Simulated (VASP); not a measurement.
Wanted: the native input for a VASP 6.6.1 run.

```yaml
Task: single point
Functional: r2SCAN
Potentials_or_basis: VASP PAW PBE potentials, release 64 (Li_sv)
Cutoff: 520 eV
k_mesh: 9 × 9 × 9
Occupations: fermi-dirac, width 0.0104 eV
Spin: no spin polarisation
Dipole_correction: no
Further_INCAR_settings: ALGO = Normal; EDIFF = 1e-06; NBANDS = 8
```

Crystal: Li.

```
Li
1.0
    -1.82276    1.82276    1.56720
     1.82276   -1.82276    1.56720
     1.82276    1.82276   -1.56720
Li
1
Direct
  0.00000 0.00000 0.00000
```

The input as run:

POSCAR

```
Li
1.0
   -1.8227607064      1.8227607064      1.5672014085
    1.8227607064     -1.8227607064      1.5672014085
    1.8227607064      1.8227607064     -1.5672014085
Li
1
Direct
    0.0000000000      0.0000000000      0.0000000000
```

INCAR.step1

```
SYSTEM = Li
ALGO = Normal
EDIFF = 1E-4
ENCUT = 520
GGA = PE
ISMEAR = -1
LASPH = .True.
LCHARG = .False.
LREAL = .False.
LWAVE = .True.
NBANDS = 8
NELM = 60
PREC = Accurate
SIGMA = 0.0104
```

INCAR.step2

```
SYSTEM = Li
ALGO = Normal
EDIFF = 1E-6
ENCUT = 520
ISIF = 2
ISMEAR = -1
ISTART = 1
LASPH = .True.
LCHARG = .False.
LMIXTAU = .True.
LREAL = .False.
LWAVE = .False.
METAGGA = R2SCAN
NBANDS = 8
NELM = 60
PREC = Accurate
SIGMA = 0.0104
```

KPOINTS

```
k-points
0
Gamma
  9 9 9
  0 0 0
```

Potentials or basis: VASP PAW PBE potentials, release 64 (Li_sv).

The run is started by

```sh
$ cat potpaw_PBE.64/Li_sv/POTCAR > POTCAR
$ cp INCAR.step1 INCAR
$ mpirun -np 1 vasp_std > vasp.out
$ cp INCAR.step2 INCAR
$ mpirun -np 1 vasp_std > vasp.out
```

It took 20 s on 1 thread of Intel(R) Xeon(R) 6975P-C (Granite Rapids), on a shared host, peak memory 0.13 GiB.
